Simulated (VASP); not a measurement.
Crystal: BAs.

```xyz
2
Lattice="2.1275 0.0000 0.0000 0.0000 3.1741 0.0000 0.0000 0.0000 4.9510" Properties=species:S:1:pos:R:3 pbc="T T T"
B     0.0000    1.5870    0.0000
As    1.0638    1.5870    2.4755
```

* Program: VASP 6.6.1
* Task: relaxation of cell and atoms
* Functional: revPBE
* Dispersion: D4
* Potentials or basis: VASP PAW PBE potentials, release 64 (B, As)
* Cutoff: 600 eV
* k mesh: 12 × 8 × 6
* Occupations: fermi-dirac, width 0.05 eV
* Spin: no spin polarisation

At the start: pressure 1.1 GPa; volume 16.72 Å³/atom.

**Question.** Where does the relaxation end?

**Answer.** Over 20 steps the energy falls by 1231.4 meV/atom and the volume is 12.40 Å³/atom (-25.8 %); space group P4/mmm (No. 123, to 0.05 Å).

Step by step:
```csv
step,energy change (eV),largest force (eV/Å),pressure (GPa),volume (Å³)
1,0.0000,0.0000,1.07,33.43
2,-0.7649,0.0000,-5.23,33.56
3,-0.9641,0.0000,-12.61,33.38
4,-1.2943,0.0000,-18.40,32.64
5,-1.7823,0.0000,-12.01,27.42
6,-1.4388,0.0000,39.57,20.77
7,-1.9345,0.0000,-5.12,25.47
8,-1.9490,0.0000,11.12,23.80
9,-1.9641,0.0000,-0.69,24.71
10,-1.9671,0.0000,1.59,24.42
11,-2.2083,0.0000,13.00,22.75
12,-2.2351,0.0000,16.28,22.22
13,-2.4060,0.0000,5.65,23.93
14,-2.4170,0.0000,7.17,23.62
15,-2.4623,0.0000,-0.32,24.82
16,-2.4623,0.0000,-0.32,24.82
17,-2.4627,0.0000,0.11,24.78
18,-2.4627,0.0000,0.11,24.78
19,-2.4627,0.0000,0.10,24.78
20,-2.4627,0.0000,-0.01,24.80
```

Final structure:
```xyz
2
Lattice="3.1168 0.0000 0.0000 0.0000 2.5409 0.0000 0.0000 0.0000 3.1310" Properties=species:S:1:pos:R:3 pbc="T T T"
B     3.1168    1.2704    0.0000
As    1.5584    1.2704    1.5655
```

Caveat: the volume moved by over 15 % at a fixed basis, so the end points are rough; the PAW data sets were made with another functional, which shifts forces and pressure a little.
